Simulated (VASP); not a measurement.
Input of a VASP 6.6.1 run:

Contents of INCAR:

```
PREC     = Accurate       # precision mode
ENCUT    = 520            # plane-wave cutoff, eV
EDIFF    = 1E-6           # SCF threshold, eV
ISMEAR   = -1             # smearing method
SIGMA    = 0.05           # smearing width, eV
LREAL    = F              # projectors in reciprocal space
LASPH    = T              # aspherical terms in the spheres
NELM     = 100            # most SCF steps
ALGO     = Normal         # electronic algorithm
ISIF     = 2              # what is computed and relaxed
LWAVE    = F              # write WAVECAR
LCHARG   = F              # write CHGCAR
GGA      = CA             # functional
NBANDS   = 20             # bands
```

Contents of KPOINTS:

```
regular mesh
0
Gamma
  10 10 10
```

The input POSCAR:

```
SnO2
1.0
    1.6170930752      0.9336291223      4.8005925840
   -1.6170930752      0.9336291223      4.8005925840
    0.0000000000     -1.8672582446      4.8005925840
Sn O
1 2
Direct
    0.5000000000      0.5000000000      0.5000000000
    0.7628300000      0.7628300000      0.7628300000
    0.2371700000      0.2371700000      0.2371700000
```

Potentials or basis: VASP PAW LDA potentials, release 64 (Sn_d, O).

Launch:

```bash
$ cat potpaw_LDA.64/Sn_d/POTCAR potpaw_LDA.64/O/POTCAR > POTCAR
$ mpirun -np 1 vasp_std > vasp.out
```

Problem. Predict the pressure.

Solution. -8.5 GPa.

Problem. What does it give for the largest force?

Solution. 0.618 eV/Å.

Problem. Predict the band gap on the k mesh.

Solution. 1.77 eV, indirect (least direct gap 1.90 eV).

Forces on the atoms (eV/Å):
```
Sn   0.000  0.000  0.000
O    0.000  0.000  0.618
O    0.000  0.000 -0.618
```

Caveat: spin-orbit coupling is left out, which moves the levels of the heavy elements. A k mesh can miss the band edges.
